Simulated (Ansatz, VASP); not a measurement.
Si2F3 in VASP and in Ansatz

```
CELL_PARAMETERS angstrom
4.59426 0.00000 0.00000
-2.29713 3.97875 0.00000
0.00000 0.00000 2.54899
ATOMIC_POSITIONS crystal
Si 0.33333 0.66667 0.50000
Si 0.66667 0.33333 0.50000
F 0.33333 0.66667 0.00000
F 0.66667 0.33333 0.00000
F 0.00000 0.00000 0.00000
```

Alike in both runs: task single point; functional PBE; k mesh 6 × 6 × 6; occupations gaussian, width 0.1 eV; collinear spin.

|  | VASP | Ansatz |
| --- | --- | --- |
| version | VASP 6.6.1 | Ansatz 0.2.0 |
| potentials or method | VASP PAW PBE potentials, release 64 (Si, F), cutoff 520 eV | scalar-relativistic, plane waves, PAW |
| valence electrons in the cell | 29 | 29 |

```csv
,VASP,Ansatz,Ansatz less VASP
gap on the k mesh at the Fermi level (eV),none,none,-
net moment per atom (μB),0.00,0.00,0.000
```

A gap of «none» marks a metal or a gap that the smearing closes. Ansatz's warnings: seeded moment not kept.

The k mesh is coarse, so the values compare programs but aren't converged.
